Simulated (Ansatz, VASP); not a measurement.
## Two plane-wave programs on SiO2

```xyz
6
Lattice="4.1854 0.0000 0.0000 0.0000 4.1436 0.0000 0.0000 0.0000 2.6687" Properties=species:S:1:pos:R:3 pbc="T T T"
Si    2.0927    2.0718    1.3344
Si    0.0000    0.0000    0.0000
O     2.9042    2.8751    0.0000
O     0.8115    3.3402    1.3344
O     1.2812    1.2684    0.0000
O     3.3739    0.8034    1.3344
```

Change from the starting cell: strain -0.0100 x Voigt [0, 1, 0, 0, 0, 0], atoms carried along.

Alike in both runs: task single point; functional r2SCAN; k mesh 6 × 6 × 8; occupations gaussian, width 0.05 eV; no spin polarisation.

```csv
,VASP,Ansatz
version,VASP 6.6.1,Ansatz 0.2.0
potentials or method,"VASP PAW PBE potentials, release 64 (Si, O), cutoff 520 eV","scalar-relativistic, plane waves, PAW"
valence electrons in the cell,32,32
```

VASP gave:

* gap on the k mesh at the Fermi level (eV): 6.68
* least direct gap on the mesh (eV): 6.68
* pressure (GPa): 3.6
* traceless stress, the component that is largest in VASP (GPa): 2.15
* rms of the force components (eV/Å): 0.061

Task: Which values does Ansatz return?

Result: gap on the k mesh at the Fermi level (eV): 6.68; least direct gap on the mesh (eV): 6.68; pressure (GPa): 3.2; traceless stress, the component that is largest in VASP (GPa): 2.45; rms of the force components (eV/Å): 0.052.

VASP's potentials were made for PBE, not for r2SCAN. Atom by atom the forces differ by 0.010 eV/Å (rms over components).
